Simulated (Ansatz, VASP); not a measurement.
This is a calculation of GaN for Ansatz 0.2.0.

input.yaml

```yaml
crystal:
  lattice:
    - [0.0, 2.2535006075, 2.2535006075]
    - [2.2535006075, 0.0, 2.2535006075]
    - [2.2535006075, 2.2535006075, 0.0]
  atoms:
    - { symbol: Ga, position: [0.0, 0.0, 0.0] }
    - { symbol: "N", position: [0.25, 0.25, 0.25] }
kpoints:
  mp_grid: { grid: [10, 10, 10] }
scf:
  occupations: { method: gaussian, width: 0.02 }
hamiltonian:
  xc: pbe
  pseudopotentials: { kind: all_electron, lapw: { basis_error: 0.001 } }
output:
  forces: true
  stress: true
  eigenvalues: true
```

Potentials or basis: all-electron LAPW, scalar-relativistic.

Command:

```sh
$ ansatz run input.yaml --threads 1 --pin off --max-ram 3072MiB --backend cpu --events-out ev --progress --plain --runs-dir out
```

Q: Translate it to VASP 6.6.1. Potentials there: VASP PAW PBE potentials, release 64 (Ga_d, N).

A: As run (the cutoff follows the program's own potentials):

The input INCAR:

```
PREC = Accurate ; ENCUT = 520
EDIFF = 1E-6 ; ISMEAR = 0
SIGMA = 0.02 ; LREAL = F
LASPH = T ; NELM = 80
ALGO = Normal ; ISIF = 2
LWAVE = F ; LCHARG = T
GGA = PE ; LELF = T
LVHAR = T ; NBANDS = 16
```

Contents of KPOINTS:

```
Automatic mesh
0
Gamma
  10 10 10
```

Contents of POSCAR:

```
GaN
1.0
    0.0000000000      2.2535006075      2.2535006075
    2.2535006075      0.0000000000      2.2535006075
    2.2535006075      2.2535006075      0.0000000000
Ga N
1 1
Direct
    0.0000000000      0.0000000000      0.0000000000
    0.2500000000      0.2500000000      0.2500000000
```

Potentials or basis: VASP PAW PBE potentials, release 64 (Ga_d, N).

Launch:

```sh
$ cat potpaw_PBE.64/Ga_d/POTCAR potpaw_PBE.64/N/POTCAR > POTCAR
$ mpirun -np 1 vasp_std > vasp.out
```

Both were run:

|  | VASP | Ansatz | Ansatz less VASP |
| --- | --- | --- | --- |
| gap on the k mesh at the Fermi level (eV) | 1.72 | 1.73 | +0.010 |
| least direct gap on the mesh (eV) | 1.72 | 1.73 | +0.010 |
| pressure (GPa) | 5.1 | 4.9 | -0.16 |

Ansatz ran all-electron here, and VASP with PAW potentials.
